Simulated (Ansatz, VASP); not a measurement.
# GaP in VASP and in Ansatz

File INCAR:

```
  PREC = Accurate
  ENCUT = 500
  EDIFF = 1E-6
  ISMEAR = 0
  SIGMA = 0.02
  LREAL = False
  LASPH = True
  NELM = 120
  ALGO = Normal
  ISIF = 2
  LWAVE = False
  LCHARG = False
  GGA = PS
  NBANDS = 16
  GGA_COMPAT = False
```

The input KPOINTS:

```
Automatic mesh
0
Gamma
  8 8 8
```

Contents of POSCAR:

```
GaP
1.0
    0.0000000000      2.7461498713      2.7461498713
    2.7461498713      0.0000000000      2.7461498713
    2.7461498713      2.7461498713      0.0000000000
Ga P
1 1
Direct
    0.0000000000      0.0000000000      0.0000000000
    0.2500000000      0.2500000000      0.2500000000
```

Input for Ansatz:

```yaml
crystal:
  lattice:
    - [0.0, 2.7461498713, 2.7461498713]
    - [2.7461498713, 0.0, 2.7461498713]
    - [2.7461498713, 2.7461498713, 0.0]
  atoms:
    - { symbol: Ga, position: [0.0, 0.0, 0.0] }
    - { symbol: P, position: [0.25, 0.25, 0.25] }
basis:
  ecutwfc: 420
kpoints:
  mp_grid: { grid: [8, 8, 8] }
hamiltonian:
  xc: pbesol
scf:
  occupations: { method: gaussian, width: 0.02 }
output:
  forces: true
  stress: true
  eigenvalues: true
```

Alike in both runs: task single point; functional PBEsol; k mesh 8 × 8 × 8; occupations gaussian, width 0.02 eV; no spin polarisation.

|  | VASP | Ansatz |
| --- | --- | --- |
| version | VASP 6.6.1 | Ansatz 0.2.0 |
| potentials or method | VASP PAW PBE potentials, release 64 (Ga_d, P), cutoff 500 eV | scalar-relativistic, plane waves, PAW |
| valence electrons in the cell | 18 | 18 |

VASP gave:

* gap on the k mesh at the Fermi level (eV): 1.52
* least direct gap on the mesh (eV): 1.56
* pressure (GPa): -2.4

Problem. What did Ansatz give for the same quantities?

Solution. gap on the k mesh at the Fermi level (eV): 1.51; least direct gap on the mesh (eV): 1.56; pressure (GPa): -2.4.

VASP's potentials were made for PBE, not for PBEsol. The functional is the same, so the differences come from potentials, cutoffs and numerics.
